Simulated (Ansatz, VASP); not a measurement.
# BC5 in VASP and in Ansatz

```
CELL_PARAMETERS angstrom
1.86824 -3.36665 0.00000
1.86824 3.36665 0.00000
0.00000 0.00000 8.12027
ATOMIC_POSITIONS crystal
B 0.00000 0.00000 0.50000
C 0.50000 0.50000 0.00000
C 0.16667 0.16667 0.00000
C 0.83333 0.83333 0.00000
C 0.78420 0.21580 0.50000
C 0.21580 0.78420 0.50000
```

Alike in both runs: functional PBE; k mesh 12 × 12 × 6; occupations gaussian, width 0.1 eV; no spin polarisation.

Ansatz relaxed the structure, and its values are those at the end. VASP's run is a single point on that final structure, the one shown.

|  | VASP | Ansatz |
| --- | --- | --- |
| version | VASP 6.6.1 | Ansatz 0.2.0 |
| potentials or method | VASP PAW PBE potentials, release 64 (B, C), cutoff 520 eV | scalar-relativistic, plane waves, PAW |
| valence electrons in the cell | 23 | 23 |

|  | VASP | Ansatz | Ansatz less VASP |
| --- | --- | --- | --- |
| gap on the k mesh at the Fermi level (eV) | none | none | - |
| pressure (GPa) | -0.1 | 0.0 | +0.09 |

A gap of «none» marks a metal or a gap that the smearing closes.
